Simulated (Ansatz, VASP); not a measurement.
## Sb in VASP and in Ansatz

File INCAR:

```
PREC = Accurate
ENCUT = 520
EDIFF = 1E-6
ISMEAR = -1
SIGMA = 0.1
LREAL = False
LASPH = True
NELM = 100
ALGO = Normal
ISIF = 2
LWAVE = False
LCHARG = False
LDIPOL = True
IDIPOL = 3
DIPOL = 0.5 0.5 0.500
GGA = PE
NBANDS = 24
```

Contents of KPOINTS:

```
Automatic mesh
0
Gamma
  11 11 1
```

The input POSCAR:

```
Sb
1.0
    3.3888387686      0.0000000000      0.0000000000
   -1.6944193843      2.9348204630      0.0000000000
    0.0000000000      0.0000000000     29.8349000000
Sb
6
Direct
    0.1666666665      0.3333333335      0.2681427397
    0.5000000005      0.9999999995      0.3608856437
    0.8333333335      0.6666666665      0.4536285476
    0.1666666665      0.3333333335      0.5463714516
    0.5000000005      0.9999999995      0.6391143563
    0.8333333335      0.6666666665      0.7318572603
```

Input for Ansatz:

```yaml
crystal:
  lattice:
    - [3.3888387686, 0.0, 0.0]
    - [-1.6944193843, 2.934820463, 0.0]
    - [0.0, 0.0, 29.8349]
  atoms:
    - { symbol: Sb, position: [0.1666666665, 0.3333333335, 0.2681427397] }
    - { symbol: Sb, position: [0.5000000005, 0.9999999995, 0.3608856437] }
    - { symbol: Sb, position: [0.8333333335, 0.6666666665, 0.4536285476] }
    - { symbol: Sb, position: [0.1666666665, 0.3333333335, 0.5463714516] }
    - { symbol: Sb, position: [0.5000000005, 0.9999999995, 0.6391143563] }
    - { symbol: Sb, position: [0.8333333335, 0.6666666665, 0.7318572603] }
kpoints:
  mp_grid: { grid: [11, 11, 1] }
scf:
  occupations: { method: fermi_dirac, width: 0.1 }
hamiltonian:
  xc: pbe
  pseudopotentials: { kind: all_electron, lapw: { basis_error: 0.001 } }
output:
  forces: true
  stress: true
  eigenvalues: true
  populations: true
  dos: { projected: true, de: 0.2, e_range: [-14, 8] }
efield:
  axis: 3
  amplitude: 0
  dipole_correction: true
```

Alike in both runs: task single point; functional PBE; k mesh 11 × 11 × 1; occupations fermi-dirac, width 0.1 eV; no spin polarisation.

|  | VASP | Ansatz |
| --- | --- | --- |
| version | VASP 6.6.1 | Ansatz 0.2.0 |
| potentials or method | VASP PAW PBE potentials, release 64 (Sb), cutoff 520 eV | all-electron LAPW, scalar-relativistic |

|  | VASP | Ansatz | Ansatz less VASP |
| --- | --- | --- | --- |
| rms of the force components (eV/Å) | 0.128 | 0.126 | -0.0014 |

Atom by atom the forces differ by 0.002 eV/Å (rms over components). Ansatz ran all-electron here, and VASP with PAW potentials.

Neither program's run includes spin-orbit coupling.
